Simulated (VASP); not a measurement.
# Ti3S2 (R32) in VASP: single point with LDA

Aim: the single point of Ti3S2 with LDA.

Everything below comes from runs of VASP 6.6.1. Logs are shortened: lines on timing, memory, paths and dates and some standing lists are left out, and cuts for length are marked.

## Step 1: The cell of the first run

It takes space group R32 (No. 155, trigonal). The conventional cell has a = 5.426 Å, b = 5.426 Å, c = 9.713 Å, α = 90.00°, β = 90.00°, γ = 120.00°. Within 3.2 Å of Ti (site symmetry 2) lie 4 S at 2.42 to 2.44 Å and 6 Ti at 3.12 to 3.15 Å. S (site symmetry 3) has 6 Ti at 2.42 to 2.44 Å and 3 S at 3.13 Å within 3.2 Å.

## Step 2: Single point, LDA

INCAR reads:

```
SYSTEM = Ti3S2
ALGO = Normal
EDIFF = 1E-6
ENCUT = 520
GGA = CA
ISIF = 2
ISMEAR = -1
LASPH = .TRUE.
LCHARG = .FALSE.
LREAL = .FALSE.
LWAVE = .FALSE.
NBANDS = 32
NELM = 80
PREC = Accurate
SIGMA = 0.1
```

KPOINTS reads:

```
k-points
0
G
  6 6 6
  0 0 0
```

POSCAR reads:

```
Ti3S2
1.0
    2.7131100000      1.5664200000      3.2376200000
   -2.7131100000      1.5664200000      3.2376200000
    0.0000000000     -3.1328300000      3.2376200000
Ti S
3 2
Direct
    0.3356500000      0.6643400000      0.0000000000
    0.6643400000      0.0000000000      0.3356500000
    0.0000000000      0.3356500000      0.6643400000
    0.8321600000      0.8321600000      0.8321600000
    0.1678400000      0.1678400000      0.1678400000
```

Potentials or basis: VASP PAW LDA potentials, release 64 (Ti_sv, S).

Run with:

```sh
> cat potpaw_LDA.64/Ti_sv/POTCAR potpaw_LDA.64/S/POTCAR > POTCAR
> mpirun -np 1 vasp_std > vasp.out
```

OUTCAR:

```text
SYSTEM = Ti3S2
   EDIFF = 1E-6
   ENCUT = 520
   GGA = CA
   ISIF = 2
   ISMEAR = -1
   LASPH = .TRUE.
   LREAL = .FALSE.
   NELM = 80
   PREC = Accurate

 ion  position               nearest neighbor table
   1  0.336  0.664  0.000-   5 2.42   4 2.42   4 2.44   5 2.44
   2  0.664  0.000  0.336-   5 2.42   4 2.42   4 2.44   5 2.44
   3  0.000  0.336  0.664-   5 2.42   4 2.42   4 2.44   5 2.44
   4  0.832  0.832  0.832-   3 2.42   2 2.42   1 2.42   1 2.44   2 2.44   3 2.44
   5  0.168  0.168  0.168-   2 2.42   3 2.42   1 2.42   1 2.44   3 2.44   2 2.44

  LATTYP: Found a trigonal (rhomboedric) cell.
 ALAT       =     4.5051977840
 COS(alpha) =     0.2746665422

  Lattice vectors:

 A1 = (   2.7131100000,   1.5664200000,   3.2376200000)
 A2 = (  -2.7131100000,   1.5664200000,   3.2376200000)
 A3 = (   0.0000000000,  -3.1328300000,   3.2376200000)

Analysis of symmetry for initial positions (statically):
=====================================================================
 Subroutine PRICEL returns:
 Original cell was already a primitive cell.

 Routine SETGRP: Setting up the symmetry group for a
 trigonal (rhombohedral) supercell.

 Subroutine GETGRP returns: Found  3 space group operations
 (whereof  3 operations were pure point group operations)
 out of a pool of 12 trial point group operations.

The static configuration has the point symmetry C_3 .

Analysis of symmetry for dynamics (positions and initial velocities):
=====================================================================
 Subroutine PRICEL returns:
 Original cell was already a primitive cell.

 Routine SETGRP: Setting up the symmetry group for a
 trigonal (rhombohedral) supercell.

 Subroutine GETGRP returns: Found  3 space group operations
 (whereof  3 operations were pure point group operations)
 out of a pool of 12 trial point group operations.

The dynamic configuration has the point symmetry C_3 .

 Subroutine INISYM returns: Found  3 space group operations
 (whereof  3 operations are pure point group operations),
 and found     1 'primitive' translations

----------------------------------------------------------------------------------------

                                     Primitive cell

  volume of cell :      82.5566

  direct lattice vectors                    reciprocal lattice vectors
     2.713110000  1.566420000  3.237620000     0.184290353  0.106399957  0.102956177
    -2.713110000  1.566420000  3.237620000    -0.184290353  0.106399957  0.102956177
     0.000000000 -3.132830000  3.237620000     0.000000000 -0.212799915  0.102956506

  length of vectors
     4.505199302  4.505199302  4.505197784     0.236397673  0.236397673  0.236397644

  position of ions in fractional coordinates (direct lattice)
     0.335650000  0.664340000  0.000000000
     0.664340000  1.000000000  0.335650000
     1.000000000  0.335650000  0.664340000
     0.832160000  0.832160000  0.832160000
     0.167840000  0.167840000  0.167840000

  ion indices of the primitive-cell ions
   primitive index   ion index
                 1           1
                 2           2
                 3           3
                 4           4
                 5           5

----------------------------------------------------------------------------------------

 KPOINTS: k-points

Automatic generation of k-mesh.
 Grid dimensions read from file:
 generate k-points for:    6    6    6

 Generating k-lattice:

  Cartesian coordinates                     Fractional coordinates (reciprocal lattice)
     0.030715059  0.017733326  0.017159363     0.166666667 -0.000000000 -0.000000000
    -0.030715059  0.017733326  0.017159363    -0.000000000  0.166666667 -0.000000000
     0.000000000 -0.035466652  0.017159418     0.000000000  0.000000000  0.166666667

  Length of vectors
     0.039399612  0.039399612  0.039399607

  Shift w.r.t. Gamma in fractional coordinates (k-lattice)
     0.000000000  0.000000000  0.000000000

 Subroutine IBZKPT returns following result:
 ===========================================

 Found     40 irreducible k-points:

 Following reciprocal coordinates:
            Coordinates               Weight
  0.000000  0.000000  0.000000      1.000000
  0.166667 -0.000000  0.000000      6.000000
  0.333333 -0.000000  0.000000      6.000000
  0.500000  0.000000 -0.000000      3.000000
  0.166667  0.166667  0.000000      6.000000
  0.333333  0.166667  0.000000      6.000000
[... 16 lines left out ...]
  0.333333  0.333333  0.166667      6.000000
  0.500000  0.333333  0.166667      6.000000
 [... further k-points ...]
   k-points           NKPTS =     40   k-points in BZ     NKDIM =     40   number of bands    NBANDS=     32
   number of dos      NEDOS =    301   number of ions     NIONS =      5
   total plane-waves  NPLWV =  46656
   dimension x,y,z NGX =    36 NGY =   36 NGZ =   36
   dimension x,y,z NGXF=    72 NGYF=   72 NGZF=   72
   ions per type =               3   2
   NGX,Y,Z   is equivalent  to a cutoff of  13.28, 13.28, 13.28 a.u.
   NGXF,Y,Z  is equivalent  to a cutoff of  26.57, 26.57, 26.57 a.u.
 SYSTEM =  Ti3S2
   PREC   = accura    normal or accurate (medium, high low for compatibility)
   ISTART =      0    job   : 0-new  1-cont  2-samecut
   ICHARG =      2    charge: 1-file 2-atom 10-const
   ISPIN  =      1    spin polarized calculation?
   LNONCOLLINEAR =      F non collinear calculations
   LSORBIT =      F    spin-orbit coupling
   LASPH  =      T    aspherical Exc in radial PAW
   ENCUT  =  520.0 eV  38.22 Ry    6.18 a.u.   8.38  8.38  8.38*2*pi/ulx,y,z
   NELM   =     80;   NELMIN=  2; NELMDL= -5     # of ELM steps
   EDIFF  = 0.1E-05   stopping-criterion for ELM
   LREAL  =      F    real-space projection
   EDIFFG = 0.1E-04   stopping-criterion for IOM
   NSW    =      0    number of steps for IOM
   IBRION =     -1    ionic relax: 0-MD 1-quasi-New 2-CG
   NFREE  =      0    steps in history (QN), initial steepest desc. (CG)
   ISIF   =      2    stress and relaxation
   ISYM   =      2    0-nonsym 1-usesym 2-fastsym
   POTIM  = 0.5000    time-step for ionic-motion
   TEBEG  =    0.0;   TEEND  =   0.0 temperature during run
   PSTRESS=    0.0 pullay stress
   NELECT =      48.0000    total number of electrons
   NUPDOWN=      -1.0000    fix difference up-down
   EMIN   =  10.00;   EMAX   =-10.00  energy-range for DOS
   EFERMI =   0.00;   METHOD = LEGACY
   ISMEAR =    -1;   SIGMA  =   0.10  broadening in eV -4-tet -1-fermi 0-gaus
   EFERMI_NEDOS =   21; number of points for ismear=-14 and -15
   IALGO  =     38    algorithm
   IMIX   =      4    mixing-type and parameters
     AMIX     =   0.40;   BMIX     =  1.00
     AMIX_MAG =   1.60;   BMIX_MAG =  1.00
  volume/ion in A,a.u.               =      16.51       111.42
  Fermi-wavevector in a.u.,A,eV,Ry     =   1.366379  2.582083 25.401977  1.866993
  Thomas-Fermi vector in A             =   2.492525
   LORBIT       =      0    0 simple, 1 ext, 2 COOP (PROOUT), +10 PAW based schemes
   GGA     = CA    functional components
   LHFCALC =     F    Hartree Fock is set to
   AEXX    =    0.0000 exact exchange contribution
   IVDW    =     0    specifies the selected vdW correction
   LEPSILON=     F    determine dielectric tensor
   LRPA    =     F    only Hartree local field effects (RPA)
 non-spin polarized calculation
  energy-cutoff  :      520.00
  volume of cell :       82.56
 maximum number of plane-waves:      2238
 NGX is ok and might be reduce to    36
   NGX = 17   NGY = 17   NGZ = 17

 number of electron      47.9999994 magnetization

 Free energy of the ion-electron system (eV)
  ---------------------------------------------------
  ext. energy  EPLUGINS =         0.00000000
  ---------------------------------------------------
  free energy    TOTEN  =       -40.48995555 eV

  energy without entropy =      -40.37052110  energy(sigma->0) =      -40.43023833

 E-fermi :   8.3368     XC(G=0): -11.4870

 val. band max:        8.3173220343   @ k =   0.0000   0.0000   0.0000
 cond. band min:       8.3541492642   @ k =   0.5000   0.1667   0.1667
 fundamental gap:      0.0368272300
 Fermi energy:         8.3368033317

 k-point     1 :       0.0000    0.0000    0.0000
  band No.  band energies     occupation
      1     -47.9540      2.00000
      2     -47.9019      2.00000
      3     -47.9019      2.00000
      4     -24.6973      2.00000
      5     -24.6973      2.00000
      6     -24.6581      2.00000
[... 24 lines left out ...]
     31      10.7542      0.00000
     32      11.1145      0.00000

 k-point     2 :       0.1667   -0.0000    0.0000
  band No.  band energies     occupation
      1     -47.9503      2.00000
      2     -47.9060      2.00000
      3     -47.9015      2.00000
      4     -24.7200      2.00000
      5     -24.6835      2.00000
      6     -24.6772      2.00000
[... 24 lines left out ...]
     31      10.9604      0.00000
     32      11.0352      0.00000

 k-point     3 :       0.3333   -0.0000    0.0000
  band No.  band energies     occupation
      1     -47.9402      2.00000
      2     -47.9147      2.00000
      3     -47.9027      2.00000
      4     -24.7376      2.00000
      5     -24.7051      2.00000
      6     -24.6689      2.00000
[... 24 lines left out ...]
     31      10.8849      0.00000
     32      11.0240      0.00000

 k-point     4 :       0.5000    0.0000   -0.0000
  band No.  band energies     occupation
      1     -47.9274      2.00000
      2     -47.9268      2.00000
      3     -47.9033      2.00000
      4     -24.7441      2.00000
      5     -24.7139      2.00000
      6     -24.6543      2.00000
[... 654 lines left out ...]
     31      10.8457      0.00000
     32      10.9704      0.00000

 k-point    23 :       0.3333    0.3333    0.1667
  band No.  band energies     occupation
      1     -47.9425      2.00000
      2     -47.9124      2.00000
      3     -47.9022      2.00000
      4     -24.7427      2.00000
      5     -24.7236      2.00000
      6     -24.6973      2.00000
[... 24 lines left out ...]
     31      10.5794      0.00000
     32      10.8793      0.00000

 k-point    24 :       0.5000    0.3333    0.1667
  band No.  band energies     occupation
      1     -47.9343      2.00000
      2     -47.9162      2.00000
      3     -47.9066      2.00000
      4     -24.7601      2.00000
      5     -24.7184      2.00000
      6     -24.6980      2.00000
[... 24 lines left out ...]
     31      10.6273      0.00000
     32      10.8843      0.00000

 [... further k-points ...]
[... 5 lines left out ...]
  --------------------------------------------------------------------------------------
  -------------------------------------------------------------------------------------
  Total       -3.5692423     -3.5692509     -4.3397924      0.0000002     -0.0000045      0.0000000
  in kB      -69.2683423    -69.2685083    -84.2224193      0.0000042     -0.0000867      0.0000000
  external PRESSURE =     -74.2530900 kB  Pullay stress =       0.0000000 kB

 VOLUME and BASIS-vectors are now :
 -----------------------------------------------------------------------------
  energy-cutoff  :      520.00
  volume of cell :       82.56
      direct lattice vectors                 reciprocal lattice vectors
     2.713110000  1.566420000  3.237620000     0.184290353  0.106399957  0.102956177
    -2.713110000  1.566420000  3.237620000    -0.184290353  0.106399957  0.102956177
     0.000000000 -3.132830000  3.237620000     0.000000000 -0.212799915  0.102956506

 POSITION                                       TOTAL-FORCE (eV/Angst)
 -----------------------------------------------------------------------------------
     -0.89177      1.56640      3.23759        -0.084656      0.000298      0.000300
      1.80243     -0.01090      3.23759         0.042586      0.073165      0.000300
     -0.91066     -1.55550      3.23759         0.042070     -0.073463      0.000300
      0.00000      0.00001      8.08265         0.000000     -0.000000     -0.056784
      0.00000      0.00000      1.63021         0.000000      0.000000      0.055885
 -----------------------------------------------------------------------------------
    total drift:                                0.000102     -0.000000      0.000008

  FREE ENERGIE OF THE ION-ELECTRON SYSTEM (eV)
  ---------------------------------------------------
  free  energy   TOTEN  =       -40.4899555466 eV

  energy  without entropy=      -40.3705211035  energy(sigma->0) =      -40.43023833
```

Wall time 84 s (1 thread of AMD EPYC 7R43 (Zen 3), shared host); peak memory 0.18 GiB.

What came out:

```
Free energy            : -40.4900 eV
Pressure               : -7.4 GPa
Largest force          : 0.085 eV/Å
Band gap on the k mesh : zero (band 24 reaches 8.39 eV, above the bottom of band 25 at 8.18 eV)
```

Forces in eV/Å, atoms in the order of the input:
```
Ti  -0.085  0.000  0.000
Ti   0.043  0.073  0.000
Ti   0.042 -0.073  0.000
S    0.000  0.000 -0.057
S    0.000  0.000  0.056
```
